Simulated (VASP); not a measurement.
# HgTe (Pm-3m) in VASP: single point with HSE06

Aim: the single point of HgTe with HSE06.

Program: VASP 6.6.1. These are calculated values, not measurements. Logs are shortened: lines on timing, memory, paths and dates and some standing lists are left out, and cuts for length are marked.

## Step 1: The cell of the first run

It takes space group Pm-3m (No. 221, cubic). Conventional cell: a = 3.790 Å, b = 3.790 Å, c = 3.790 Å, α = 90.00°, β = 90.00°, γ = 90.00°. Hg (site symmetry m-3m) has 8 Te at 3.28 Å and 6 Hg at 3.79 Å within 4.3 Å. Within 4.3 Å of Te (site symmetry m-3m) lie 8 Hg at 3.28 Å and 6 Te at 3.79 Å.

## Step 2: Single point, HSE06

POSCAR

```
HgTe
1.0
    3.7903382814      0.0000000000      0.0000000000
    0.0000000000      3.7903382814      0.0000000000
    0.0000000000      0.0000000000      3.7903382814
Hg Te
1 1
Direct
    0.0000000000      0.0000000000      0.0000000000
    0.5000000000      0.5000000000      0.5000000000
```

INCAR.step1

```
ALGO = Normal
EDIFF = 1E-5
ENCUT = 400
GGA = PE
GGA_COMPAT = False
ISIF = 2
ISMEAR = -1
LASPH = True
LCHARG = False
LREAL = False
LWAVE = True
NBANDS = 16
NELM = 120
PREC = Accurate
SIGMA = 0.001
```

INCAR.step2

```
ALGO = Normal
EDIFF = 1E-6
ENCUT = 400
GGA = PE
GGA_COMPAT = False
HFSCREEN = 0.2079
ISIF = 2
ISMEAR = -1
ISTART = 1
LASPH = True
LCHARG = False
LHFCALC = True
LREAL = False
LWAVE = False
NBANDS = 16
NELM = 120
PREC = Accurate
PRECFOCK = Normal
SIGMA = 0.001
```

KPOINTS

```
k-points
0
Gamma
  4 4 4
```

Potentials or basis: VASP PAW PBE potentials, release 64 (Hg, Te).

The run is started by

```bash
$ cat potpaw_PBE.64/Hg/POTCAR potpaw_PBE.64/Te/POTCAR > POTCAR
$ cp INCAR.step1 INCAR
$ mpirun -np 1 vasp_std > vasp.out
$ cp INCAR.step2 INCAR
$ mpirun -np 1 vasp_std > vasp.out
```

OUTCAR:

```text
EDIFF = 1E-6
   ENCUT = 400
   GGA = PE
   HFSCREEN = 0.2079
   ISIF = 2
   ISMEAR = -1
   ISTART = 1
   LASPH = True
   LHFCALC = True
   LREAL = False
   NELM = 120
   PREC = Accurate
   PRECFOCK = Normal

 ion  position               nearest neighbor table
   1  0.000  0.000  0.000-   2 3.28   2 3.28   2 3.28   2 3.28   2 3.28   2 3.28   2 3.28   2 3.28

   2  0.500  0.500  0.500-   1 3.28   1 3.28   1 3.28   1 3.28   1 3.28   1 3.28   1 3.28   1 3.28

  LATTYP: Found a simple cubic cell.
 ALAT       =     3.7903382814

  Lattice vectors:

 A1 = (   3.7903382814,   0.0000000000,   0.0000000000)
 A2 = (   0.0000000000,   3.7903382814,   0.0000000000)
 A3 = (   0.0000000000,   0.0000000000,   3.7903382814)

Analysis of symmetry for initial positions (statically):
=====================================================================
 Subroutine PRICEL returns:
 Original cell was already a primitive cell.

 Routine SETGRP: Setting up the symmetry group for a
 simple cubic supercell.

 Subroutine GETGRP returns: Found 48 space group operations
 (whereof 48 operations were pure point group operations)
 out of a pool of 48 trial point group operations.

The static configuration has the point symmetry O_h .

Analysis of symmetry for dynamics (positions and initial velocities):
=====================================================================
 Subroutine PRICEL returns:
 Original cell was already a primitive cell.

 Routine SETGRP: Setting up the symmetry group for a
 simple cubic supercell.

 Subroutine GETGRP returns: Found 48 space group operations
 (whereof 48 operations were pure point group operations)
 out of a pool of 48 trial point group operations.

The dynamic configuration has the point symmetry O_h .

 Subroutine INISYM returns: Found 48 space group operations
 (whereof 48 operations are pure point group operations),
 and found     1 'primitive' translations

----------------------------------------------------------------------------------------

                                     Primitive cell

  volume of cell :      54.4545

  direct lattice vectors                    reciprocal lattice vectors
     3.790338281  0.000000000  0.000000000     0.263828694  0.000000000  0.000000000
     0.000000000  3.790338281  0.000000000     0.000000000  0.263828694  0.000000000
     0.000000000  0.000000000  3.790338281     0.000000000  0.000000000  0.263828694

  length of vectors
     3.790338281  3.790338281  3.790338281     0.263828694  0.263828694  0.263828694

  position of ions in fractional coordinates (direct lattice)
     0.000000000  0.000000000  0.000000000
     0.500000000  0.500000000  0.500000000

  ion indices of the primitive-cell ions
   primitive index   ion index
                 1           1
                 2           2

----------------------------------------------------------------------------------------

 KPOINTS: k-points

Automatic generation of k-mesh.
 Grid dimensions read from file:
 generate k-points for:    4    4    4

 Generating k-lattice:

  Cartesian coordinates                     Fractional coordinates (reciprocal lattice)
     0.065957174  0.000000000  0.000000000     0.250000000  0.000000000  0.000000000
     0.000000000  0.065957174  0.000000000     0.000000000  0.250000000  0.000000000
     0.000000000  0.000000000  0.065957174     0.000000000  0.000000000  0.250000000

  Length of vectors
     0.065957174  0.065957174  0.065957174

  Shift w.r.t. Gamma in fractional coordinates (k-lattice)
     0.000000000  0.000000000  0.000000000

 Subroutine IBZKPT returns following result:
 ===========================================

 Found     10 irreducible k-points:

 Following reciprocal coordinates:
            Coordinates               Weight
  0.000000  0.000000  0.000000      1.000000
  0.250000  0.000000  0.000000      6.000000
  0.500000  0.000000  0.000000      3.000000
  0.250000  0.250000  0.000000     12.000000
  0.500000  0.250000  0.000000     12.000000
  0.500000  0.500000  0.000000      3.000000
  0.250000  0.250000  0.250000      8.000000
  0.500000  0.250000  0.250000     12.000000
  0.500000  0.500000  0.250000      6.000000
  0.500000  0.500000  0.500000      1.000000
   k-points           NKPTS =     10   k-points in BZ     NKDIM =     64   number of bands    NBANDS=     16
   number of dos      NEDOS =    301   number of ions     NIONS =      2
   total plane-waves  NPLWV =  21952
   dimension x,y,z NGX =    28 NGY =   28 NGZ =   28
   dimension x,y,z NGXF=    56 NGYF=   56 NGZF=   56
   ions per type =               1   1
   NGX,Y,Z   is equivalent  to a cutoff of  12.28, 12.28, 12.28 a.u.
   NGXF,Y,Z  is equivalent  to a cutoff of  24.56, 24.56, 24.56 a.u.
 SYSTEM =  unknown system
   PREC   = accura    normal or accurate (medium, high low for compatibility)
   ISTART =      1    job   : 0-new  1-cont  2-samecut
   ICHARG =      0    charge: 1-file 2-atom 10-const
   ISPIN  =      1    spin polarized calculation?
   LNONCOLLINEAR =      F non collinear calculations
   LSORBIT =      F    spin-orbit coupling
   LASPH  =      T    aspherical Exc in radial PAW
   ENCUT  =  400.0 eV  29.40 Ry    5.42 a.u.   6.18  6.18  6.18*2*pi/ulx,y,z
   NELM   =    120;   NELMIN=  2; NELMDL=  0     # of ELM steps
   EDIFF  = 0.1E-05   stopping-criterion for ELM
   LREAL  =      F    real-space projection
   EDIFFG = 0.1E-04   stopping-criterion for IOM
   NSW    =      0    number of steps for IOM
   IBRION =     -1    ionic relax: 0-MD 1-quasi-New 2-CG
   NFREE  =      0    steps in history (QN), initial steepest desc. (CG)
   ISIF   =      2    stress and relaxation
   ISYM   =      3    0-nonsym 1-usesym 2-fastsym
   POTIM  = 0.5000    time-step for ionic-motion
   TEBEG  =    0.0;   TEEND  =   0.0 temperature during run
   PSTRESS=    0.0 pullay stress
   NELECT =      18.0000    total number of electrons
   NUPDOWN=      -1.0000    fix difference up-down
   EMIN   =  10.00;   EMAX   =-10.00  energy-range for DOS
   EFERMI =   0.00;   METHOD = LEGACY
   ISMEAR =    -1;   SIGMA  =   0.00  broadening in eV -4-tet -1-fermi 0-gaus
   EFERMI_NEDOS =   21; number of points for ismear=-14 and -15
   IALGO  =     38    algorithm
   IMIX   =      1    mixing-type and parameters
     AMIX     =   0.40;   BMIX     =  1.00
     AMIX_MAG =   1.60;   BMIX_MAG =  1.00
  volume/ion in A,a.u.               =      27.23       183.74
  Fermi-wavevector in a.u.,A,eV,Ry     =   1.131934  2.139045 17.432793  1.281274
  Thomas-Fermi vector in A             =   2.268634
   LORBIT       =      0    0 simple, 1 ext, 2 COOP (PROOUT), +10 PAW based schemes
   GGA     = PE    functional components
   LHFCALC =     T    Hartree Fock is set to
   PRECFOCK=normal    Normal, Fast or Accurate (Low or Medium for compatibility)
   ENCUT4O =  -1.0   cutoff for four orbital integrals eV
   NKREDX  =     1    reduce k-point grid by
   NKREDY  =     1    reduce k-point grid by
   NKREDZ  =     1    reduce k-point grid by
   AEXX    =    0.2500 exact exchange contribution
   HFSCREEN=    0.2079 screening length (either q_TF or 0.3 A-1)
   HFSCREENC=   0.2079 screening length for correlation (either q_TF or 0.3 A-1)
   ENCUTFOCK=  -1.0 apply spherical cutoff to Coloumb kernel
   IVDW    =     0    specifies the selected vdW correction
   LEPSILON=     F    determine dielectric tensor
   LRPA    =     F    only Hartree local field effects (RPA)
 non-spin polarized calculation
  energy-cutoff  :      400.00
  volume of cell :       54.45
 maximum number of plane-waves:      1021
 NGX is ok and might be reduce to    28
  NGX = 20; NGY = 20; NGZ = 20

 number of electron      18.0000002 magnetization

 Free energy of the ion-electron system (eV)
  ---------------------------------------------------
  ext. energy  EPLUGINS =         0.00000000
  ---------------------------------------------------
  free energy    TOTEN  =        -3.55530828 eV

  energy without entropy =       -3.55513932  energy(sigma->0) =       -3.55522380

 E-fermi :   4.6163     XC(G=0):  -8.4672

 val. band max:        4.6146580550   @ k =   0.5000   0.2500   0.0000
 cond. band min:       4.7133564547   @ k =   0.2500   0.2500   0.0000
 fundamental gap:      0.0986983996
 Fermi energy:         4.6162674929

 k-point     1 :       0.0000    0.0000    0.0000
  band No.  band energies     occupation
      1      -9.1079      2.00000
      2      -3.1247      2.00000
      3      -3.1247      2.00000
      4      -2.6411      2.00000
      5      -2.6411      2.00000
      6      -2.6411      2.00000
[... 8 lines left out ...]
     15      15.3617      0.00000
     16      18.6732      0.00000

 k-point     2 :       0.2500    0.0000    0.0000
  band No.  band energies     occupation
      1      -8.6207      2.00000
      2      -3.0939      2.00000
      3      -3.0611      2.00000
      4      -2.8063      2.00000
      5      -2.8063      2.00000
      6      -2.6315      2.00000
[... 8 lines left out ...]
     15      14.3762      0.00000
     16      16.6540      0.00000

 k-point     3 :       0.5000    0.0000    0.0000
  band No.  band energies     occupation
      1      -7.9441      2.00000
      2      -3.4861      2.00000
      3      -3.0628      2.00000
      4      -2.9552      2.00000
      5      -2.9552      2.00000
      6      -2.6221      2.00000
[... 8 lines left out ...]
     15      15.3952      0.00000
     16      18.4810      0.00000

 k-point     4 :       0.2500    0.2500    0.0000
  band No.  band energies     occupation
      1      -8.2128      2.00000
      2      -3.1135      2.00000
      3      -2.8623      2.00000
      4      -2.8572      2.00000
      5      -2.7970      2.00000
      6      -2.7237      2.00000
[... 8 lines left out ...]
     15      15.0484      0.00000
     16      16.0561      0.00000
[... 58 lines left out ...]
 k-point     8 :       0.5000    0.2500    0.2500
  band No.  band energies     occupation
      1      -7.3694      2.00000
      2      -3.2055      2.00000
      3      -3.0655      2.00000
      4      -2.7609      2.00000
      5      -2.6155      2.00000
      6      -2.5597      2.00000
[... 8 lines left out ...]
     15      15.8949      0.00000
     16      17.5547      0.00000

 k-point     9 :       0.5000    0.5000    0.2500
  band No.  band energies     occupation
      1      -6.9796      2.00000
      2      -3.2047      2.00000
      3      -3.2047      2.00000
      4      -2.7739      2.00000
      5      -2.6701      2.00000
      6      -2.3947      2.00000
[... 8 lines left out ...]
     15      19.3652      0.00000
     16      19.3652      0.00000

 k-point    10 :       0.5000    0.5000    0.5000
  band No.  band energies     occupation
      1      -6.3584      2.00000
      2      -3.4862      2.00000
      3      -3.4862      2.00000
      4      -3.4862      2.00000
      5      -2.3883      2.00000
      6      -2.3883      2.00000
[... 8 lines left out ...]
     15      22.0780      0.00000
     16      22.1089      0.00000

------------------------ aborting loop because EDIFF is reached ----------------------------------------

  FORCE on cell =-STRESS in cart. coord.  units (eV):
  Direction    XX          YY          ZZ          XY          YZ          ZX
  --------------------------------------------------------------------------------------
  -------------------------------------------------------------------------------------
  Total       -0.4260734     -0.4260734     -0.4260734     -0.0000000     -0.0000000      0.0000000
  in kB      -12.5360600    -12.5360600    -12.5360600     -0.0000000     -0.0000000      0.0000000
  external PRESSURE =     -12.5360600 kB  Pullay stress =       0.0000000 kB

 VOLUME and BASIS-vectors are now :
 -----------------------------------------------------------------------------
  energy-cutoff  :      400.00
  volume of cell :       54.45
      direct lattice vectors                 reciprocal lattice vectors
     3.790338281  0.000000000  0.000000000     0.263828694  0.000000000  0.000000000
     0.000000000  3.790338281  0.000000000     0.000000000  0.263828694  0.000000000
     0.000000000  0.000000000  3.790338281     0.000000000  0.000000000  0.263828694

 POSITION                                       TOTAL-FORCE (eV/Angst)
 -----------------------------------------------------------------------------------
      0.00000      0.00000      0.00000         0.000000      0.000000      0.000000
      1.89517      1.89517      1.89517         0.000000      0.000000      0.000000
 -----------------------------------------------------------------------------------
    total drift:                               -0.000004     -0.000016      0.000004

  FREE ENERGIE OF THE ION-ELECTRON SYSTEM (eV)
  ---------------------------------------------------
  free  energy   TOTEN  =        -3.5553082797 eV

  energy  without entropy=       -3.5551393192  energy(sigma->0) =       -3.55522380
```

Wall time 7.8 min (1 thread of AMD EPYC 7R43 (Zen 3), shared host); peak memory 0.23 GiB.

Results:

```
Free energy            : -3.5553 eV
Pressure               : -1.3 GPa
Band gap on the k mesh : zero (bands 9 and 10 overlap by 1.76 eV)
```

Caveat: the k points lie up to 0.41 Å⁻¹ apart, too coarse for converged energies and pressures of a metal; the structure was generated, so it needn't be the stable form of HgTe; the PAW data sets were made with another functional, which shifts forces and pressure a little; spin-orbit coupling is left out, which moves the levels of the heavy elements.

The gap in the log of VASP goes by the Fermi energy; the results here count the filled bands.